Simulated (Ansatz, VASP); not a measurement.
## SnCl3: VASP beside Ansatz

```
CELL_PARAMETERS angstrom
5.32375 0.00000 0.00000
0.00000 5.32375 0.00000
0.00000 0.00000 5.32375
ATOMIC_POSITIONS crystal
Sn 0.50000 0.50000 0.50000
Cl 0.00000 0.50000 0.50000
Cl 0.50000 0.00000 0.50000
Cl 0.50000 0.50000 0.00000
```

Alike in both runs: task single point; functional PBE; k mesh 10 × 10 × 10; occupations gaussian, width 0.1 eV; no spin polarisation.

```csv
,VASP,Ansatz
version,VASP 6.6.1,Ansatz 0.2.0
potentials or method,"VASP PAW PBE potentials, release 64 (Sn_d, Cl), cutoff 520 eV","scalar-relativistic, plane waves, PAW"
valence electrons in the cell,35,35
```

```csv
,VASP,Ansatz,Ansatz less VASP
gap on the k mesh at the Fermi level (eV),none,none,-
pressure (GPa),-1.7,-1.7,+0.05
```

A gap of «none» marks a metal or a gap that the smearing closes.
